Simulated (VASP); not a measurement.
A run of VASP 6.6.1:

The input INCAR:

```
SYSTEM = Si3N4
PREC     = Accurate       ! precision mode
ENCUT    = 600            ! plane-wave cutoff, eV
EDIFF    = 1E-6           ! SCF threshold, eV
ISMEAR   = 0              ! smearing method
SIGMA    = 0.01           ! smearing width, eV
LREAL    = .FALSE.        ! projectors in reciprocal space
LASPH    = .TRUE.         ! aspherical terms in the spheres
NELM     = 80             ! most SCF steps
ALGO     = Normal         ! electronic algorithm
ISIF     = 3              ! what is computed and relaxed
LWAVE    = .FALSE.        ! write WAVECAR
LCHARG   = .FALSE.        ! write CHGCAR
GGA      = PE             ! functional
IBRION   = 2              ! ionic algorithm
NSW      = 80             ! ionic steps
EDIFFG   = -0.001         ! ionic threshold
```

Contents of KPOINTS:

```
regular mesh
0
G
  6 6 8
  0 0 0
```

Contents of POSCAR:

```
Si3N4
1.0
    7.6633611621      0.0000000000      0.0000000000
   -3.8316805811      6.6366654448      0.0000000000
    0.0000000000      0.0000000000      2.9265146757
Si N
6 8
Direct
    0.7689007802      0.1750014829      0.3256264174
    0.5938992973      0.7689007802      0.8256264174
    0.8249985171      0.5938992973      0.3256264174
    0.2310992198      0.8249985171      0.8256264174
    0.4061007027      0.2310992198      0.3256264174
    0.1750014829      0.4061007027      0.8256264174
    0.0308409044      0.3299973381      0.3256377130
    0.7008435663      0.0308409044      0.8256377130
    0.6700026619      0.7008435663      0.3256377130
    0.9691590956      0.6700026619      0.8256377130
    0.2991564337      0.9691590956      0.3256377130
    0.3299973381      0.2991564337      0.8256377130
    0.3333333333      0.6666666667     -0.1743923911
    0.6666666667      0.3333333333      0.3256076089
```

Potentials or basis: VASP PAW PBE potentials, release 64 (Si, N).

The run is started by

```bash
$ cat potpaw_PBE.64/Si/POTCAR potpaw_PBE.64/N/POTCAR > POTCAR
$ mpirun -np 1 vasp_std > vasp.out
```

Hardware: 1 thread of Oxide Virtual Turin-like Processor (shared host).

Question: How long does it take, and how much memory?

Answer: Wall time 24 min on 1 thread of Oxide Virtual Turin-like Processor (shared host), peak memory 0.4 GiB. Counts: scf iterations 47, k points 40, ion steps 13.
